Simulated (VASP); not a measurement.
# AlRu (P4/mmm) in VASP: notebook

AlRu is run at these levels: r2SCAN; tasks: single point.

All numbers are computed with VASP 6.6.1; they aren't measurements. Logs are shortened: lines on timing, memory, paths and dates and some standing lists are left out, and cuts for length are marked.

### 1 The cell of the first run

It takes space group P4/mmm (No. 123, tetragonal). The conventional cell has a = 2.842 Å, b = 2.842 Å, c = 3.066 Å, α = 90.00°, β = 90.00°, γ = 90.00°. Al (site symmetry 4/mmm) has 8 Ru at 2.53 Å and 6 Al at 2.84 to 3.07 Å within 3.3 Å. Within 3.3 Å of Ru (site symmetry 4/mmm) lie 8 Al at 2.53 Å and 6 Ru at 2.84 to 3.07 Å.

### 2 Single point, r2SCAN (strain -0.050 along x and y, +0.025 along z)

The input, POSCAR:

```
AlRu
1.0
    2.8420200000      0.0000000000      0.0000000000
    0.0000000000      2.8420200000      0.0000000000
    0.0000000000      0.0000000000      3.0663900000
Al Ru
1 1
Direct
    0.0000000000      0.0000000000      0.0000000000
    0.5000000000      0.5000000000      0.5000000000
```

The input, INCAR.step1:

```
SYSTEM = AlRu
ALGO = Normal ; EDIFF = 1E-4
ENCUT = 520 ; GGA = PE
ISMEAR = 0 ; LASPH = .True.
LCHARG = .False. ; LREAL = .False.
LWAVE = .True. ; NBANDS = 16
NELM = 100 ; PREC = Accurate
SIGMA = 0.15
```

The input, INCAR.step2:

```
SYSTEM = AlRu
ALGO = Normal ; EDIFF = 1E-7
ENCUT = 520 ; ISIF = 2
ISMEAR = 0 ; ISTART = 1
LASPH = .True. ; LCHARG = .False.
LMIXTAU = .True. ; LREAL = .False.
LWAVE = .False. ; METAGGA = R2SCAN
NBANDS = 16 ; NELM = 100
PREC = Accurate ; SIGMA = 0.15
```

The input, KPOINTS:

```
k-points
0
Gamma
  16 16 16
  0 0 0
```

Potentials or basis: VASP PAW PBE potentials, release 64 (Al, Ru_pv).

Run with:

```sh
$ cat potpaw_PBE.64/Al/POTCAR potpaw_PBE.64/Ru_pv/POTCAR > POTCAR
$ cp INCAR.step1 INCAR
$ mpirun -np 1 vasp_std > vasp.out
$ cp INCAR.step2 INCAR
$ mpirun -np 1 vasp_std > vasp.out
```

OUTCAR:

```text
SYSTEM = AlRu
   EDIFF = 1E-7
   ENCUT = 520
   ISIF = 2
   ISMEAR = 0
   ISTART = 1
   LASPH = .True.
   LREAL = .False.
   METAGGA = R2SCAN
   NELM = 100
   PREC = Accurate

 ion  position               nearest neighbor table
   1  0.000  0.000  0.000-   2 2.53   2 2.53   2 2.53   2 2.53   2 2.53   2 2.53   2 2.53   2 2.53

   2  0.500  0.500  0.500-   1 2.53   1 2.53   1 2.53   1 2.53   1 2.53   1 2.53   1 2.53   1 2.53

  LATTYP: Found a simple tetragonal cell.
 ALAT       =     2.8420200000
 C/A-ratio  =     1.0789473684

  Lattice vectors:

 A1 = (   2.8420200000,   0.0000000000,   0.0000000000)
 A2 = (   0.0000000000,   2.8420200000,   0.0000000000)
 A3 = (   0.0000000000,   0.0000000000,   3.0663900000)

Analysis of symmetry for initial positions (statically):
=====================================================================
 Subroutine PRICEL returns:
 Original cell was already a primitive cell.

 Routine SETGRP: Setting up the symmetry group for a
 simple tetragonal supercell.

 Subroutine GETGRP returns: Found 16 space group operations
 (whereof 16 operations were pure point group operations)
 out of a pool of 16 trial point group operations.

The static configuration has the point symmetry D_4h.

Analysis of symmetry for dynamics (positions and initial velocities):
=====================================================================
 Subroutine PRICEL returns:
 Original cell was already a primitive cell.

 Routine SETGRP: Setting up the symmetry group for a
 simple tetragonal supercell.

 Subroutine GETGRP returns: Found 16 space group operations
 (whereof 16 operations were pure point group operations)
 out of a pool of 16 trial point group operations.

The dynamic configuration has the point symmetry D_4h.

 Subroutine INISYM returns: Found 16 space group operations
 (whereof 16 operations are pure point group operations),
 and found     1 'primitive' translations

----------------------------------------------------------------------------------------

                                     Primitive cell

  volume of cell :      24.7675

  direct lattice vectors                    reciprocal lattice vectors
     2.842020000  0.000000000  0.000000000     0.351862408  0.000000000  0.000000000
     0.000000000  2.842020000  0.000000000     0.000000000  0.351862408  0.000000000
     0.000000000  0.000000000  3.066390000     0.000000000  0.000000000  0.326116378

  length of vectors
     2.842020000  2.842020000  3.066390000     0.351862408  0.351862408  0.326116378

  position of ions in fractional coordinates (direct lattice)
     0.000000000  0.000000000  0.000000000
     0.500000000  0.500000000  0.500000000

  ion indices of the primitive-cell ions
   primitive index   ion index
                 1           1
                 2           2

----------------------------------------------------------------------------------------

 KPOINTS: k-points

Automatic generation of k-mesh.
 Grid dimensions read from file:
 generate k-points for:   16   16   16

 Generating k-lattice:

  Cartesian coordinates                     Fractional coordinates (reciprocal lattice)
     0.021991400  0.000000000  0.000000000     0.062500000  0.000000000  0.000000000
     0.000000000  0.021991400  0.000000000     0.000000000  0.062500000  0.000000000
     0.000000000  0.000000000  0.020382274     0.000000000  0.000000000  0.062500000

  Length of vectors
     0.021991400  0.021991400  0.020382274

  Shift w.r.t. Gamma in fractional coordinates (k-lattice)
     0.000000000  0.000000000  0.000000000

 Subroutine IBZKPT returns following result:
 ===========================================

 Found    405 irreducible k-points:

 Following reciprocal coordinates:
            Coordinates               Weight
  0.000000  0.000000  0.000000      1.000000
  0.062500  0.000000  0.000000      4.000000
  0.125000  0.000000  0.000000      4.000000
  0.187500  0.000000  0.000000      4.000000
  0.250000  0.000000  0.000000      4.000000
  0.312500  0.000000  0.000000      4.000000
[... 16 lines left out ...]
  0.437500  0.125000  0.000000      8.000000
  0.500000  0.125000  0.000000      4.000000
 [... further k-points ...]
   k-points           NKPTS =    405   k-points in BZ     NKDIM =    405   number of bands    NBANDS=     16
   number of dos      NEDOS =    301   number of ions     NIONS =      2
   total plane-waves  NPLWV =  13824
   dimension x,y,z NGX =    24 NGY =   24 NGZ =   24
   dimension x,y,z NGXF=    48 NGYF=   48 NGZF=   48
   ions per type =               1   1
   NGX,Y,Z   is equivalent  to a cutoff of  14.04, 14.04, 13.01 a.u.
   NGXF,Y,Z  is equivalent  to a cutoff of  28.08, 28.08, 26.02 a.u.
 SYSTEM =  AlRu
   PREC   = accura    normal or accurate (medium, high low for compatibility)
   ISTART =      1    job   : 0-new  1-cont  2-samecut
   ICHARG =      0    charge: 1-file 2-atom 10-const
   ISPIN  =      1    spin polarized calculation?
   LNONCOLLINEAR =      F non collinear calculations
   LSORBIT =      F    spin-orbit coupling
   LASPH  =      T    aspherical Exc in radial PAW
   ENCUT  =  520.0 eV  38.22 Ry    6.18 a.u.   5.28  5.28  5.70*2*pi/ulx,y,z
   NELM   =    100;   NELMIN=  2; NELMDL=  0     # of ELM steps
   EDIFF  = 0.1E-06   stopping-criterion for ELM
   LREAL  =      F    real-space projection
   EDIFFG = 0.1E-05   stopping-criterion for IOM
   NSW    =      0    number of steps for IOM
   IBRION =     -1    ionic relax: 0-MD 1-quasi-New 2-CG
   NFREE  =      0    steps in history (QN), initial steepest desc. (CG)
   ISIF   =      2    stress and relaxation
   ISYM   =      2    0-nonsym 1-usesym 2-fastsym
   POTIM  = 0.5000    time-step for ionic-motion
   TEBEG  =    0.0;   TEEND  =   0.0 temperature during run
   PSTRESS=    0.0 pullay stress
   NELECT =      17.0000    total number of electrons
   NUPDOWN=      -1.0000    fix difference up-down
   EMIN   =  10.00;   EMAX   =-10.00  energy-range for DOS
   EFERMI =   0.00;   METHOD = LEGACY
   ISMEAR =     0;   SIGMA  =   0.15  broadening in eV -4-tet -1-fermi 0-gaus
   EFERMI_NEDOS =   21; number of points for ismear=-14 and -15
   IALGO  =     38    algorithm
   IMIX   =      4    mixing-type and parameters
     AMIX     =   0.40;   BMIX     =  1.00
     AMIX_MAG =   1.60;   BMIX_MAG =  1.00
  volume/ion in A,a.u.               =      12.38        83.57
  Fermi-wavevector in a.u.,A,eV,Ry     =   1.444100  2.728953 28.373925  2.085425
  Thomas-Fermi vector in A             =   2.562433
   LORBIT       =      0    0 simple, 1 ext, 2 COOP (PROOUT), +10 PAW based schemes
   METAGGA = R2SCAN    functional components
   LHFCALC =     F    Hartree Fock is set to
   AEXX    =    0.0000 exact exchange contribution
   IVDW    =     0    specifies the selected vdW correction
   LEPSILON=     F    determine dielectric tensor
   LRPA    =     F    only Hartree local field effects (RPA)
 non-spin polarized calculation
 Gauss-broadening in eV      SIGMA  =   0.15
  energy-cutoff  :      520.00
  volume of cell :       24.77
 maximum number of plane-waves:       688
 NGX is ok and might be reduce to    24
   NGX = 11   NGY = 11   NGZ = 11

 number of electron      17.0000003 magnetization

 Free energy of the ion-electron system (eV)
  ---------------------------------------------------
  ext. energy  EPLUGINS =         0.00000000
  ---------------------------------------------------
  free energy    TOTEN  =       -33.45926719 eV

  energy without entropy =      -33.44423107  energy(sigma->0) =      -33.45174913

 E-fermi :  11.7640     XC(G=0): -14.0556

 val. band max:       11.7624658115   @ k =   0.3750   0.3125   0.2500
 cond. band min:      11.7643332353   @ k =   0.0000   0.0000   0.0000
 fundamental gap:      0.0018674238
 Fermi energy:        11.7639657363

 k-point     1 :       0.0000    0.0000    0.0000
  band No.  band energies     occupation
      1     -31.4533      2.00000
      2     -31.3314      2.00000
      3     -31.3314      2.00000
      4       1.0566      2.00000
      5       7.5125      2.00000
      6       7.5727      2.00000
[... 8 lines left out ...]
     15      23.6614      0.00000
     16      29.9377      0.00000

 k-point     2 :       0.0625    0.0000    0.0000
  band No.  band energies     occupation
      1     -31.4519      2.00000
      2     -31.3465      2.00000
      3     -31.3301      2.00000
      4       1.1456      2.00000
      5       7.5543      2.00000
      6       7.6146      2.00000
[... 8 lines left out ...]
     15      23.9014      0.00000
     16      30.2122      0.00000

 k-point     3 :       0.1250    0.0000    0.0000
  band No.  band energies     occupation
      1     -31.4478      2.00000
      2     -31.3895      2.00000
      3     -31.3264      2.00000
      4       1.4084      2.00000
      5       7.6661      2.00000
      6       7.7321      2.00000
[... 8 lines left out ...]
     15      24.6716      0.00000
     16      31.0465      0.00000

 k-point     4 :       0.1875    0.0000    0.0000
  band No.  band energies     occupation
      1     -31.4534      2.00000
      2     -31.4418      2.00000
      3     -31.3208      2.00000
      4       1.8335      2.00000
      5       7.8273      2.00000
      6       7.8756      2.00000
[... 8 lines left out ...]
     15      25.3724      0.00000
     16      30.2839      0.00000

 k-point     5 :       0.2500    0.0000    0.0000
  band No.  band energies     occupation
      1     -31.5282      2.00000
      2     -31.4346      2.00000
      3     -31.3143      2.00000
      4       2.4027      2.00000
      5       7.9222      2.00000
      6       8.0378      2.00000
[... 8 lines left out ...]
     15      25.9221      0.00000
     16      29.1709      0.00000

 k-point     6 :       0.3125    0.0000    0.0000
  band No.  band energies     occupation
      1     -31.6022      2.00000
      2     -31.4274      2.00000
      3     -31.3077      2.00000
      4       3.0925      2.00000
      5       7.7660      2.00000
      6       8.2498      2.00000
[... 8 lines left out ...]
     15      26.3557      0.00000
     16      28.0155      0.00000

 k-point     7 :       0.3750    0.0000    0.0000
  band No.  band energies     occupation
      1     -31.6644      2.00000
      2     -31.4213      2.00000
      3     -31.3022      2.00000
      4       3.8712      2.00000
      5       7.3266      2.00000
      6       8.4436      2.00000
[... 8 lines left out ...]
     15      26.7007      0.00000
     16      26.9236      0.00000

 k-point     8 :       0.4375    0.0000    0.0000
  band No.  band energies     occupation
      1     -31.7057      2.00000
      2     -31.4172      2.00000
      3     -31.2985      2.00000
      4       4.6789      2.00000
      5       6.6777      2.00000
      6       8.5809      2.00000
[... 8 lines left out ...]
     15      26.0309      0.00000
     16      26.9511      0.00000

 k-point     9 :       0.5000    0.0000    0.0000
  band No.  band energies     occupation
      1     -31.7201      2.00000
      2     -31.4158      2.00000
      3     -31.2972      2.00000
      4       5.2057      2.00000
      5       6.1935      2.00000
      6       8.6308      2.00000
[... 8 lines left out ...]
     15      25.6401      0.00000
     16      27.0519      0.00000
[... 172 lines left out ...]
 k-point    19 :       0.1875    0.1250    0.0000
  band No.  band energies     occupation
      1     -31.4477      2.00000
      2     -31.4362      2.00000
      3     -31.3779      2.00000
      4       2.1658      2.00000
      5       7.9539      2.00000
      6       8.0722      2.00000
[... 8 lines left out ...]
     15      26.5301      0.00000
     16      30.3390      0.00000

 k-point    20 :       0.2500    0.1250    0.0000
  band No.  band energies     occupation
      1     -31.5219      2.00000
      2     -31.4290      2.00000
      3     -31.3709      2.00000
      4       2.7186      2.00000
      5       8.0240      2.00000
      6       8.2398      2.00000
[... 8 lines left out ...]
     15      27.3400      0.00000
     16      29.0188      0.00000

 k-point    21 :       0.3125    0.1250    0.0000
  band No.  band energies     occupation
      1     -31.5953      2.00000
      2     -31.4218      2.00000
      3     -31.3638      2.00000
      4       3.3871      2.00000
      5       7.8271      2.00000
      6       8.4431      2.00000
[... 8 lines left out ...]
     15      27.7708      0.00000
     16      27.8595      0.00000

 k-point    22 :       0.3750    0.1250    0.0000
  band No.  band energies     occupation
      1     -31.6571      2.00000
      2     -31.4157      2.00000
      3     -31.3579      2.00000
      4       4.1431      2.00000
      5       7.3380      2.00000
      6       8.6525      2.00000
[... 8 lines left out ...]
     15      26.6268      0.00000
     16      26.8035      0.00000

 k-point    23 :       0.4375    0.1250    0.0000
  band No.  band energies     occupation
      1     -31.6981      2.00000
      2     -31.4117      2.00000
      3     -31.3538      2.00000
      4       4.9472      2.00000
      5       6.6571      2.00000
      6       8.8189      2.00000
[... 8 lines left out ...]
     15      25.6397      0.00000
     16      25.6775      0.00000

 k-point    24 :       0.5000    0.1250    0.0000
  band No.  band energies     occupation
      1     -31.7124      2.00000
      2     -31.4102      2.00000
      3     -31.3524      2.00000
      4       5.5823      2.00000
      5       6.0568      2.00000
      6       8.8855      2.00000
[... 8 lines left out ...]
     15      25.1270      0.00000
     16      25.1311      0.00000

 [... further k-points ...]

------------------------ aborting loop because EDIFF is reached ----------------------------------------

  FORCE on cell =-STRESS in cart. coord.  units (eV):
  Direction    XX          YY          ZZ          XY          YZ          ZX
  --------------------------------------------------------------------------------------
  -------------------------------------------------------------------------------------
  Total        3.7311565      3.7311565      1.2051288      0.0000000      0.0000000      0.0000000
  in kB      241.3639484    241.3639484     77.9583053      0.0000000      0.0000000      0.0000000
  external PRESSURE =     186.8954007 kB  Pullay stress =       0.0000000 kB

 VOLUME and BASIS-vectors are now :
 -----------------------------------------------------------------------------
  energy-cutoff  :      520.00
  volume of cell :       24.77
      direct lattice vectors                 reciprocal lattice vectors
     2.842020000  0.000000000  0.000000000     0.351862408  0.000000000  0.000000000
     0.000000000  2.842020000  0.000000000     0.000000000  0.351862408  0.000000000
     0.000000000  0.000000000  3.066390000     0.000000000  0.000000000  0.326116378

 POSITION                                       TOTAL-FORCE (eV/Angst)
 -----------------------------------------------------------------------------------
      0.00000      0.00000      0.00000         0.000000      0.000000      0.000000
      1.42101      1.42101      1.53320         0.000000      0.000000      0.000000
 -----------------------------------------------------------------------------------
    total drift:                                0.000000     -0.000000     -0.000000

  FREE ENERGIE OF THE ION-ELECTRON SYSTEM (eV)
  ---------------------------------------------------
  free  energy   TOTEN  =       -33.4592671876 eV

  energy  without entropy=      -33.4442310712  energy(sigma->0) =      -33.45174913
```

It took 9 min on 1 thread of Intel Xeon 8259CL, shared host; peak memory 0.28 GiB.

Results:

* Free energy: -33.4593 eV
* Pressure: 18.7 GPa
* Band gap on the k mesh: zero (an odd number of electrons rules out a gap without spin polarisation)

Caveat: the cell differs from its parent crystal (strain -0.050 along x and y, +0.025 along z); the cell stands under pressure; the PAW data sets were made with another functional, which shifts forces and pressure a little.

(Continued in part 2 of 2.)
